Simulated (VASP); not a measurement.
Set up this calculation in VASP 6.6.1, as the native input.

- Task: single point
- Functional: r2SCAN
- Potentials or basis: VASP PAW PBE potentials, release 64 (Ni)
- Cutoff: 520 eV
- k mesh: 20 × 20 × 20
- Occupations: gaussian, width 0.1 eV
- Spin: collinear spin, ferromagnetic start
- Starting moments: [0.9] μB
- Dipole correction: no
- Further INCAR settings: ALGO = Normal; EDIFF = 1e-06; NBANDS = 15

Crystal: Ni.

```
CELL_PARAMETERS angstrom
0.00000 1.72177 1.72177
1.72177 0.00000 1.72177
1.72177 1.72177 0.00000
ATOMIC_POSITIONS crystal
Ni 0.00000 0.00000 0.00000
```

These files were run (other wordings do the same):

POSCAR

```
Ni
1.0
    0.0000000000      1.7217650339      1.7217650339
    1.7217650339      0.0000000000      1.7217650339
    1.7217650339      1.7217650339      0.0000000000
Ni
1
Direct
    0.0000000000      0.0000000000      0.0000000000
```

INCAR.step1

```
SYSTEM = Ni
PREC = Accurate ; ENCUT = 520
ISMEAR = 0 ; SIGMA = 0.1
LREAL = .False. ; LASPH = .True.
NELM = 150 ; ISPIN = 2
MAGMOM = 0.9 ; LMAXMIX = 4
NBANDS = 15 ; GGA = PE
ALGO = Normal ; EDIFF = 1E-4
LWAVE = .True. ; LCHARG = .False.
```

INCAR.step2

```
SYSTEM = Ni
PREC = Accurate ; ENCUT = 520
EDIFF = 1E-6 ; ISMEAR = 0
SIGMA = 0.1 ; LREAL = .False.
LASPH = .True. ; NELM = 150
ALGO = Normal ; ISIF = 2
LWAVE = .False. ; LCHARG = .False.
ISPIN = 2 ; MAGMOM = 0.9
LORBIT = 11 ; LMAXMIX = 4
METAGGA = R2SCAN ; LMIXTAU = .True.
NBANDS = 15 ; ISTART = 1
```

KPOINTS

```
Automatic mesh
0
Gamma
  20 20 20
  0 0 0
```

Potentials or basis: VASP PAW PBE potentials, release 64 (Ni).

The run is started by

```console
$ cat potpaw_PBE.64/Ni/POTCAR > POTCAR
$ cp INCAR.step1 INCAR
$ mpirun -np 1 vasp_std > vasp.out
$ cp INCAR.step2 INCAR
$ mpirun -np 1 vasp_std > vasp.out
```

Results of the run:

| Item | Value |
| --- | --- |
| Pressure | 7.4 GPa |
| Net moment | 0.70 μB per cell |
| Site moments | Ni +0.71 μB |
| Valence electrons inside the program's atomic spheres | Ni 9.47 |

Caveat: the cell stands under pressure; the PAW data sets were made with another functional, which shifts forces and pressure a little.

It took 2.7 min on 1 thread of Intel(R) Xeon(R) 6975P-C (Granite Rapids), with other jobs on the host, peak memory 0.17 GiB.
